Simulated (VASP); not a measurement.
# TiRu2 (P4_2/nmc) in VASP: notebook

The runs below take TiRu2 through single point, relaxation of cell and atoms, with PBE.

Everything below comes from runs of VASP 6.6.1. Logs are shortened: lines on timing, memory, paths and dates and some standing lists are left out, and cuts for length are marked.

**1. The cell of the first run**

Symmetry: P4_2/nmc, No. 137, tetragonal system. Conventional cell: a = 3.916 Å, b = 3.916 Å, c = 5.637 Å, α = 90.00°, β = 90.00°, γ = 90.00°. Within 3.0 Å of Ti (site symmetry -4m2) lie 8 Ru at 2.27 to 2.58 Å. Ru (site symmetry 2mm) has 4 Ti at 2.27 to 2.58 Å and 6 Ru at 2.82 Å within 3.0 Å.

**2. Single point, PBE**

INCAR

```
SYSTEM = TiRu2
ALGO = Fast
EDIFF = 1E-7
ENCUT = 520
GGA = PE
ISIF = 2
ISMEAR = 0
LASPH = .True.
LCHARG = .False.
LREAL = .False.
LWAVE = .False.
NBANDS = 49
NELM = 60
PREC = Accurate
SIGMA = 0.1
```

KPOINTS

```
k-points
0
Gamma
  6 6 4
  0 0 0
```

POSCAR

```
TiRu2
1.0
    3.9159118504      0.0000000000      0.0000000000
    0.0000000000      3.9159118504      0.0000000000
    0.0000000000      0.0000000000      5.6374059813
Ti Ru
2 4
Direct
    0.0000000000      0.0000000000      0.0000000000
    0.5000000000      0.5000000000      0.5000000000
    0.0000000000      0.5000000000      0.2030000000
    0.0000000000      0.5000000000      0.7030000000
    0.5000000000      0.0000000000      0.2970000000
    0.5000000000      0.0000000000      0.7970000000
```

Potentials or basis: VASP PAW PBE potentials, release 64 (Ti_sv, Ru_pv).

Launch:

```console
$ cat potpaw_PBE.64/Ti_sv/POTCAR potpaw_PBE.64/Ru_pv/POTCAR > POTCAR
$ mpirun -np 1 vasp_std > vasp.out
```

OUTCAR:

```text
SYSTEM = TiRu2
   EDIFF = 1E-7
   ENCUT = 520
   GGA = PE
   ISIF = 2
   ISMEAR = 0
   LASPH = .True.
   LREAL = .False.
   NELM = 60
   PREC = Accurate

 ion  position               nearest neighbor table
   1  0.000  0.000  0.000-   3 2.27   6 2.27   3 2.27   6 2.27   5 2.58   4 2.58   5 2.58   4 2.58

   2  0.500  0.500  0.500-   4 2.27   5 2.27   5 2.27   4 2.27   3 2.58   6 2.58   3 2.58   6 2.58

   3  0.000  0.500  0.203-   1 2.27   1 2.27   2 2.58   2 2.58   4 2.82   4 2.82   5 2.82   5 2.82
                             5 2.82   5 2.82
   4  0.000  0.500  0.703-   2 2.27   2 2.27   1 2.58   1 2.58   3 2.82   3 2.82   6 2.82   6 2.82
                             6 2.82   6 2.82
   5  0.500  0.000  0.297-   2 2.27   2 2.27   1 2.58   1 2.58   6 2.82   6 2.82   3 2.82   3 2.82
                             3 2.82   3 2.82
   6  0.500  0.000  0.797-   1 2.27   1 2.27   2 2.58   2 2.58   5 2.82   5 2.82   4 2.82   4 2.82
                             4 2.82   4 2.82

  LATTYP: Found a simple tetragonal cell.
 ALAT       =     3.9159118504
 C/A-ratio  =     1.4396151386

  Lattice vectors:

 A1 = (   3.9159118504,   0.0000000000,   0.0000000000)
 A2 = (   0.0000000000,   3.9159118504,   0.0000000000)
 A3 = (   0.0000000000,   0.0000000000,   5.6374059813)

Analysis of symmetry for initial positions (statically):
=====================================================================
 Subroutine PRICEL returns:
 Original cell was already a primitive cell.

 Routine SETGRP: Setting up the symmetry group for a
 simple tetragonal supercell.

 Subroutine GETGRP returns: Found 16 space group operations
 (whereof  8 operations were pure point group operations)
 out of a pool of 16 trial point group operations.

The static configuration has the point symmetry D_2d.
 The point group associated with its full space group is D_4h.

Analysis of symmetry for dynamics (positions and initial velocities):
=====================================================================
 Subroutine PRICEL returns:
 Original cell was already a primitive cell.

 Routine SETGRP: Setting up the symmetry group for a
 simple tetragonal supercell.

 Subroutine GETGRP returns: Found 16 space group operations
 (whereof  8 operations were pure point group operations)
 out of a pool of 16 trial point group operations.

The dynamic configuration has the point symmetry D_2d.
[... 110 lines left out ...]
   EDIFFG = 0.1E-05   stopping-criterion for IOM
   NSW    =      0    number of steps for IOM
   IBRION =     -1    ionic relax: 0-MD 1-quasi-New 2-CG
   NFREE  =      0    steps in history (QN), initial steepest desc. (CG)
   ISIF   =      2    stress and relaxation
   ISYM   =      2    0-nonsym 1-usesym 2-fastsym
   POTIM  = 0.5000    time-step for ionic-motion
   TEBEG  =    0.0;   TEEND  =   0.0 temperature during run
   PSTRESS=    0.0 pullay stress
   NELECT =      80.0000    total number of electrons
   NUPDOWN=      -1.0000    fix difference up-down
   EMIN   =  10.00;   EMAX   =-10.00  energy-range for DOS
   EFERMI =   0.00;   METHOD = LEGACY
   ISMEAR =     0;   SIGMA  =   0.10  broadening in eV -4-tet -1-fermi 0-gaus
   EFERMI_NEDOS =   21; number of points for ismear=-14 and -15
   IALGO  =     68    algorithm
   IMIX   =      4    mixing-type and parameters
     AMIX     =   0.40;   BMIX     =  1.00
     AMIX_MAG =   1.60;   BMIX_MAG =  1.00
  volume/ion in A,a.u.               =      14.41        97.23
  Fermi-wavevector in a.u.,A,eV,Ry     =   1.595352  3.014778 34.628830  2.545147
  Thomas-Fermi vector in A             =   2.693284
   LORBIT       =      0    0 simple, 1 ext, 2 COOP (PROOUT), +10 PAW based schemes
   GGA     = PE    functional components
   LHFCALC =     F    Hartree Fock is set to
   AEXX    =    0.0000 exact exchange contribution
   IVDW    =     0    specifies the selected vdW correction
   LEPSILON=     F    determine dielectric tensor
   LRPA    =     F    only Hartree local field effects (RPA)
 non-spin polarized calculation
 RMM-DIIS sequential band-by-band and
 Gauss-broadening in eV      SIGMA  =   0.10
  energy-cutoff  :      520.00
  volume of cell :       86.45
 maximum number of plane-waves:      2342
 NGX is ok and might be reduce to    30
   NGX = 15   NGY = 15   NGZ = 21

 number of electron      79.9999981 magnetization

 Free energy of the ion-electron system (eV)
  ---------------------------------------------------
  ext. energy  EPLUGINS =         0.00000000
  ---------------------------------------------------
  free energy    TOTEN  =       -48.58079358 eV

  energy without entropy =      -48.55486752  energy(sigma->0) =      -48.56783055

 E-fermi :  10.8897     XC(G=0): -13.0587

 val. band max:       10.8520064812   @ k =   0.5000   0.3333   0.2500
 cond. band min:      10.9341663487   @ k =   0.5000   0.1667   0.2500
 fundamental gap:      0.0821598676
 Fermi energy:        10.8896566286

 k-point     1 :       0.0000    0.0000    0.0000
  band No.  band energies     occupation
      1     -45.2397      2.00000
      2     -45.2246      2.00000
      3     -31.6398      2.00000
      4     -31.6398      2.00000
      5     -31.5166      2.00000
      6     -31.4962      2.00000
[... 1237 lines left out ...]
     48      14.0667      0.00000
     49      14.4664      0.00000

 [... further k-points ...]

------------------------ aborting loop because EDIFF is reached ----------------------------------------

  FORCE on cell =-STRESS in cart. coord.  units (eV):
  Direction    XX          YY          ZZ          XY          YZ          ZX
  --------------------------------------------------------------------------------------
  -------------------------------------------------------------------------------------
  Total       18.7304284     18.7304284     16.3856963      0.0000000      0.0000000      0.0000000
  in kB      347.1468004    347.1468004    303.6899066      0.0000000      0.0000000      0.0000000
  external PRESSURE =     332.6611691 kB  Pullay stress =       0.0000000 kB

 VOLUME and BASIS-vectors are now :
 -----------------------------------------------------------------------------
  energy-cutoff  :      520.00
  volume of cell :       86.45
      direct lattice vectors                 reciprocal lattice vectors
     3.915911850  0.000000000  0.000000000     0.255368363  0.000000000  0.000000000
     0.000000000  3.915911850  0.000000000     0.000000000  0.255368363  0.000000000
     0.000000000  0.000000000  5.637405981     0.000000000  0.000000000  0.177386550

 POSITION                                       TOTAL-FORCE (eV/Angst)
 -----------------------------------------------------------------------------------
      0.00000      0.00000      0.00000         0.000000      0.000000      0.000000
      1.95796      1.95796      2.81870         0.000000     -0.000000      0.000000
      0.00000      1.95796      1.14439         0.000000     -0.000000      1.771966
      0.00000      1.95796      3.96310        -0.000000      0.000000      1.771966
      1.95796      0.00000      1.67431        -0.000000      0.000000     -1.771966
      1.95796      0.00000      4.49301         0.000000      0.000000     -1.771966
 -----------------------------------------------------------------------------------
    total drift:                                0.000000      0.000000      0.000000

  FREE ENERGIE OF THE ION-ELECTRON SYSTEM (eV)
  ---------------------------------------------------
  free  energy   TOTEN  =       -48.5807935837 eV

  energy  without entropy=      -48.5548675232  energy(sigma->0) =      -48.56783055
```

It took 8.5 min on 1 thread of AMD EPYC 7R13, shared host; peak memory 0.22 GiB.

What came out:

```
Free energy            : -48.5808 eV
Pressure               : 33.3 GPa
Largest force          : 1.772 eV/Å
Band gap on the k mesh : zero (bands 40 and 41 overlap by 0.69 eV)
```

Forces on the atoms (eV/Å):
```
Ti   0.000  0.000  0.000
Ti   0.000  0.000  0.000
Ru   0.000  0.000  1.772
Ru   0.000  0.000  1.772
Ru   0.000  0.000 -1.772
Ru   0.000  0.000 -1.772
```

Stress tensor (GPa, compression positive):
```
34.71  0.00  0.00
 0.00 34.71  0.00
 0.00  0.00 30.37
```

Caveat: the cell stands under pressure; forces of over 1 eV/Å act on the atoms, so gaps and moduli don't describe the material at rest.

**3. Relaxation of cell and atoms, PBE**

INCAR

```
SYSTEM = TiRu2
  PREC = Accurate
  ENCUT = 600
  EDIFF = 1E-7
  ISMEAR = 0
  SIGMA = 0.1
  LREAL = .False.
  LASPH = .True.
  NELM = 60
  ALGO = Fast
  ISIF = 3
  LWAVE = .False.
  LCHARG = .False.
  GGA = PE
  IBRION = 2
  NSW = 90
  EDIFFG = -0.04
```

KPOINTS

```
regular mesh
0
Gamma
  4 4 4
  0 0 0
```

POSCAR is that of step 2.

Potentials or basis: VASP PAW PBE potentials, release 64 (Ti_sv, Ru_pv).

Launch:

```console
$ cat potpaw_PBE.64/Ti_sv/POTCAR potpaw_PBE.64/Ru_pv/POTCAR > POTCAR
$ mpirun -np 1 vasp_std > vasp.out
```

OUTCAR:

```text
SYSTEM = TiRu2
   PREC = Accurate
   ENCUT = 600
   EDIFF = 1E-7
   ISMEAR = 0
   LREAL = .False.
   LASPH = .True.
   NELM = 60
   ISIF = 3
   GGA = PE
   IBRION = 2
   NSW = 90
   EDIFFG = -0.04

 ion  position               nearest neighbor table
   1  0.000  0.000  0.000-   3 2.27   6 2.27   3 2.27   6 2.27   5 2.58   4 2.58   5 2.58   4 2.58

   2  0.500  0.500  0.500-   4 2.27   5 2.27   5 2.27   4 2.27   3 2.58   6 2.58   3 2.58   6 2.58

   3  0.000  0.500  0.203-   1 2.27   1 2.27   2 2.58   2 2.58   4 2.82   4 2.82   5 2.82   5 2.82
                             5 2.82   5 2.82
   4  0.000  0.500  0.703-   2 2.27   2 2.27   1 2.58   1 2.58   3 2.82   3 2.82   6 2.82   6 2.82
                             6 2.82   6 2.82
   5  0.500  0.000  0.297-   2 2.27   2 2.27   1 2.58   1 2.58   6 2.82   6 2.82   3 2.82   3 2.82
                             3 2.82   3 2.82
   6  0.500  0.000  0.797-   1 2.27   1 2.27   2 2.58   2 2.58   5 2.82   5 2.82   4 2.82   4 2.82
                             4 2.82   4 2.82

  LATTYP: Found a simple tetragonal cell.
 ALAT       =     3.9159118504
 C/A-ratio  =     1.4396151386

  Lattice vectors:

 A1 = (   3.9159118504,   0.0000000000,   0.0000000000)
 A2 = (   0.0000000000,   3.9159118504,   0.0000000000)
 A3 = (   0.0000000000,   0.0000000000,   5.6374059813)

[... 1187 lines left out ...]
------------------------ aborting loop EDIFF was not reached (unconverged)  ----------------------------

  FORCE on cell =-STRESS in cart. coord.  units (eV):
  Direction    XX          YY          ZZ          XY          YZ          ZX
  --------------------------------------------------------------------------------------
  -------------------------------------------------------------------------------------
  Total        0.1857933      0.1857933     -1.8769735      0.0000000      0.0000000      0.0000000
  in kB        2.9676939      2.9676939    -29.9810678      0.0000000      0.0000000      0.0000000
  external PRESSURE =      -8.0152267 kB  Pullay stress =       0.0000000 kB
[... 21 lines left out ...]
  FREE ENERGIE OF THE ION-ELECTRON SYSTEM (eV)
  ---------------------------------------------------
  free  energy   TOTEN  =       -50.0988957910 eV

  energy  without entropy=      -50.0704519028  energy(sigma->0) =      -50.08467385

[... ionic steps 4 to 9 ...]

--------------------------------------- Ionic step       10  -------------------------------------------

 number of electron      79.9999961 magnetization

------------------------ aborting loop because EDIFF is reached ----------------------------------------
[... 75 lines left out ...]
--------------------------------------- Ionic step       12  -------------------------------------------

 number of electron      79.9999972 magnetization

 Free energy of the ion-electron system (eV)
  ---------------------------------------------------
  ext. energy  EPLUGINS =         0.00000000
  ---------------------------------------------------
  free energy    TOTEN  =       -50.60444334 eV

  energy without entropy =      -50.56411506  energy(sigma->0) =      -50.58427920

 E-fermi :   8.8480     XC(G=0): -12.2887

 val. band max:        8.8333202452   @ k =   0.5000   0.0000   0.0000
 cond. band min:       8.8666584941   @ k =   0.2500   0.0000   0.0000
 fundamental gap:      0.0333382488
 Fermi energy:         8.8480169372

 k-point     1 :       0.0000    0.0000    0.0000
  band No.  band energies     occupation
      1     -47.3952      2.00000
      2     -47.3896      2.00000
      3     -33.3834      2.00000
      4     -33.3499      2.00000
      5     -33.2789      2.00000
      6     -33.2789      2.00000
[... 940 lines left out ...]
  FREE ENERGIE OF THE ION-ELECTRON SYSTEM (eV)
  ---------------------------------------------------
  free  energy   TOTEN  =       -50.6044433419 eV

  energy  without entropy=      -50.5641150583  energy(sigma->0) =      -50.58427920

 reached required accuracy - stopping structural energy minimisation
```

Run time: 72 min. Hardware: 1 thread of AMD EPYC 7R13, shared host; peak memory 0.24 GiB.

Results:

| Quantity | Value |
| --- | --- |
| Free energy | -50.6044 eV |
| Relaxed volume | 16.54 Å³/atom |
| Relaxed cell | a = 4.177 Å, b = 4.177 Å, c = 5.688 Å, α = 90.00°, β = 90.00°, γ = 90.00° |
| Space group after relaxing (to 0.1 Å) | I4/mmm (No. 139) |
| Energy gained by relaxing | 333.6 meV/atom |
| Ionic steps | 12 |
| Pressure after relaxing | 0.0 GPa |
| Largest force after relaxing | 0.011 eV/Å |
| Band gap on the k mesh | zero (bands 40 and 41 overlap by 2.38 eV) |

Forces on the atoms (eV/Å):
```
Ti   0.000  0.000  0.000
Ti   0.000  0.000  0.000
Ru   0.000  0.000  0.011
Ru   0.000  0.000  0.011
Ru   0.000  0.000 -0.011
Ru   0.000  0.000 -0.011
```

Step by step:
| step | energy change (eV) | largest force (eV/Å) | pressure (GPa) | volume (Å³) |
| --- | --- | --- | --- | --- |
| 1 | 0.0000 | 1.9709 | 33.11 | 86.45 |
| 2 | 1.7042 | 0.6184 | -23.88 | 129.28 |
| 3 | -1.4959 | 1.2290 | -0.80 | 100.30 |
| 4 | -1.4984 | 1.1898 | -2.28 | 101.22 |
| 5 | -1.4986 | 1.2023 | -1.79 | 100.91 |
| 6 | -1.7326 | 0.7895 | -0.77 | 99.96 |
| 7 | -1.9681 | 0.1008 | 3.94 | 97.03 |
| 8 | -1.8574 | 0.2176 | -7.23 | 104.15 |
| 9 | -1.9964 | 0.0205 | 0.08 | 99.16 |
| 10 | -1.9964 | 0.0180 | 0.16 | 99.12 |
| 11 | -2.0004 | 0.0016 | 0.04 | 99.18 |
| 12 | -2.0014 | 0.0112 | -0.05 | 99.24 |

Final structure:
```
Ti Ru
1.0
     4.17684    0.00000    0.00000
     0.00000    4.17684    0.00000
     0.00000    0.00000    5.68830
Ti Ru
2 4
Cartesian
  0.0000 0.0000 0.0000
  2.0884 2.0884 2.8441
  0.0000 2.0884 1.4197
  0.0000 2.0884 4.2639
  2.0884 0.0000 1.4244
  2.0884 0.0000 4.2686
```

Levels at points of the mesh, in eV from the Fermi level:
| k point | band 37 | band 38 | band 39 | band 40 | band 41 | band 42 |
| --- | --- | --- | --- | --- | --- | --- |
| (0.00, 0.00, 0.00) | -0.71 | -0.71 | 0.55 | 1.54 | 1.57 | 1.69 |
| (0.50, 0.00, 0.00) | -0.82 | -0.82 | -0.54 | -0.54 | -0.01 | -0.01 |
| (0.50, 0.50, 0.00) | -0.57 | -0.57 | 0.66 | 0.66 | 1.59 | 1.59 |
| (0.00, 0.00, 0.50) | -0.60 | -0.60 | 0.23 | 0.23 | 1.50 | 1.50 |
| (0.50, 0.00, 0.50) | -1.63 | -1.63 | -0.85 | -0.85 | -0.84 | -0.84 |
| (0.50, 0.50, 0.50) | -1.24 | -1.24 | -0.09 | -0.09 | 0.57 | 0.57 |

Caveat: the k points lie up to 0.38 Å⁻¹ apart in the final cell, too coarse for converged energies and pressures of a metal.

The gap in the log of VASP goes by the Fermi energy; the results here count the filled bands.